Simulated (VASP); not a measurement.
Here is a VASP 6.6.1 calculation.

INCAR

```
SYSTEM = Ti
  PREC = Accurate
  ENCUT = 520
  EDIFF = 1E-6
  ISMEAR = 0
  SIGMA = 0.1
  LREAL = .False.
  LASPH = .True.
  NELM = 80
  ALGO = Normal
  ISIF = 2
  LWAVE = .False.
  LCHARG = .False.
  GGA = PS
  NBANDS = 12
```

Contents of KPOINTS:

```
Automatic mesh
0
Gamma
  18 18 18
  0 0 0
```

File POSCAR:

```
Ti
1.0
   -1.5872602996      1.5872602996      1.5872602996
    1.5872602996     -1.5872602996      1.5872602996
    1.5872602996      1.5872602996     -1.5872602996
Ti
1
Direct
    0.0000000000      0.0000000000      0.0000000000
```

Potentials or basis: VASP PAW PBE potentials, release 64 (Ti_sv).

Command:

```sh
$ cat potpaw_PBE.64/Ti_sv/POTCAR > POTCAR
$ mpirun -np 1 vasp_std > vasp.out
```

(1) What does it give for the band gap on the k mesh?

(2) Estimate the pressure.

Results:

(1) zero (band 6 reaches 9.89 eV, above the bottom of band 7 at 8.24 eV).

(2) 3.7 GPa.

Caveat: the PAW data sets were made with another functional, which shifts forces and pressure a little.
